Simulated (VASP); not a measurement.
Input of a VASP 6.6.1 run:

Contents of POSCAR:

```
BN
1.0
    2.5420668336      0.0000000000      0.0000000000
   -1.2710334168      2.2014944560      0.0000000000
    0.0000000000      0.0000000000      4.1606277790
B N
2 2
Direct
    0.3333333333      0.6666666667     -0.0003399502
    0.6666666667      0.3333333333      0.4996600498
    0.3333333333      0.6666666667      0.3743399502
    0.6666666667      0.3333333333      0.8743399502
```

Contents of INCAR.step1:

```
ALGO     = Normal         # electronic algorithm
EDIFF    = 1E-5           # SCF threshold, eV
ENCUT    = 520            # plane-wave cutoff, eV
GGA      = PE             # functional
ISIF     = 2              # what is computed and relaxed
ISMEAR   = 0              # smearing method
LASPH    = T              # aspherical terms in the spheres
LCHARG   = F              # write CHGCAR
LREAL    = F              # projectors in reciprocal space
LWAVE    = T              # write WAVECAR
NBANDS   = 16             # bands
NELM     = 60             # most SCF steps
PREC     = Accurate       # precision mode
SIGMA    = 0.01           # smearing width, eV
```

File INCAR.step2:

```
ALGO     = Normal         # electronic algorithm
EDIFF    = 1E-6           # SCF threshold, eV
ENCUT    = 520            # plane-wave cutoff, eV
GGA      = PE             # functional
HFSCREEN = 0.2079         # screening, 1/A
ISIF     = 2              # what is computed and relaxed
ISMEAR   = 0              # smearing method
ISTART   = 1            
LASPH    = T              # aspherical terms in the spheres
LCHARG   = F              # write CHGCAR
LHFCALC  = T              # exact exchange
LREAL    = F              # projectors in reciprocal space
LWAVE    = F              # write WAVECAR
NBANDS   = 16             # bands
NELM     = 60             # most SCF steps
PREC     = Accurate       # precision mode
PRECFOCK = Normal       
SIGMA    = 0.01           # smearing width, eV
```

Contents of KPOINTS:

```
k-points
0
Gamma
  9 9 4
```

Potentials or basis: VASP PAW PBE potentials, release 64 (B, N).

The run is started by

```sh
$ cat potpaw_PBE.64/B/POTCAR potpaw_PBE.64/N/POTCAR > POTCAR
$ cp INCAR.step1 INCAR
$ mpirun -np 1 vasp_std > vasp.out
$ cp INCAR.step2 INCAR
$ mpirun -np 1 vasp_std > vasp.out
```

(1) Estimate the pressure.

(2) What does it give for the largest force?

(3) Estimate the band gap on the k mesh.

Results:

(1) 1.2 GPa.

(2) 0.012 eV/Å.

(3) 6.53 eV (least direct gap 9.95 eV).

Caveat: the PAW data sets were made with another functional, which shifts forces and pressure a little; an odd mesh through Γ misses points on the zone boundary, where band edges can lie.
